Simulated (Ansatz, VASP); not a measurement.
## Cr: VASP beside Ansatz

```
Cr
1.0
    -1.45860    1.45860    1.45860
     1.45860   -1.45860    1.45860
     1.45860    1.45860   -1.45860
Cr
1
Direct
  0.00000 0.00000 0.00000
```

Alike in both runs: task single point; functional BLYP; k mesh 25 × 25 × 25; occupations fermi-dirac, width 0.1 eV; no spin polarisation.

|  | VASP | Ansatz |
| --- | --- | --- |
| version | VASP 6.6.1 | Ansatz 0.2.0 |
| potentials or method | VASP PAW PBE potentials, release 64 (Cr_pv), cutoff 520 eV | plane waves (420 eV) with PAW, scalar-relativistic |
| valence electrons in the cell | 12 | 14 |

|  | VASP | Ansatz | Ansatz less VASP |
| --- | --- | --- | --- |
| pressure (GPa) | -8.5 | -8.4 | +0.13 |

VASP's potentials were made for PBE, not for BLYP. The functional is the same, so the differences come from potentials, cutoffs and numerics. VASP's potentials hold 12 valence electrons a cell and Ansatz's 14, so a difference there can come from the potentials and not from the codes.
